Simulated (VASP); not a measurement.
Input of a VASP 6.6.1 run:

INCAR

```
SYSTEM = Ti3N3O
PREC = Accurate
ENCUT = 520
EDIFF = 1E-7
ISMEAR = 0
SIGMA = 0.1
LREAL = .FALSE.
LASPH = .TRUE.
NELM = 80
ALGO = Normal
ISIF = 2
LWAVE = .FALSE.
LCHARG = .TRUE.
LDIPOL = .TRUE.
IDIPOL = 3
DIPOL = 0.5 0.5 0.332
GGA = PE
LELF = .TRUE.
LVHAR = .TRUE.
LVACPOTAV = .TRUE.
NBANDS = 38
```

Contents of KPOINTS:

```
Automatic mesh
0
G
  9 9 1
  0 0 0
```

POSCAR

```
Ti3N3O
1.0
    3.0028555065      0.0000000000      0.0000000000
    0.0000000000      3.0028555065      0.0000000000
    0.0000000000      0.0000000000     19.7584945265
Ti N O
3 3 1
Direct
    0.5000000000      0.5000000000      0.2024445736
    0.0000000000      0.0000000000      0.3072496201
    0.5661451433      0.4862639574      0.4129589410
    0.0000000000      0.0000000000      0.2024445736
    0.5000000000      0.5000000000      0.3055678856
    0.0650884180     -0.0199021952      0.4169567638
    0.1250000000      0.2500000000      0.4785926777
```

Potentials or basis: VASP PAW PBE potentials, release 64 (Ti_sv, N, O).

Launch:

```bash
$ cat potpaw_PBE.64/Ti_sv/POTCAR potpaw_PBE.64/N/POTCAR potpaw_PBE.64/O/POTCAR > POTCAR
$ mpirun -np 1 vasp_std > vasp.out
```

Task: What does it give for the band gap on the k mesh?

Result: Zero (an odd number of electrons rules out a gap without spin polarisation).

Task: What does it give for the largest force?

Result: 1.649 eV/Å.

Forces in eV/Å, atoms in the order of the input:
```
Ti   0.044 -0.049  1.648
Ti   0.396  0.433 -0.590
Ti   0.036  0.036 -0.014
N   -0.054 -0.038 -1.567
N    0.427  0.025  0.459
N   -0.035 -0.106 -0.127
O   -0.813 -0.301  0.192
```

Caveat: an odd number of electrons without spin polarisation forces a metal; a magnetic or distorted state may lie lower.
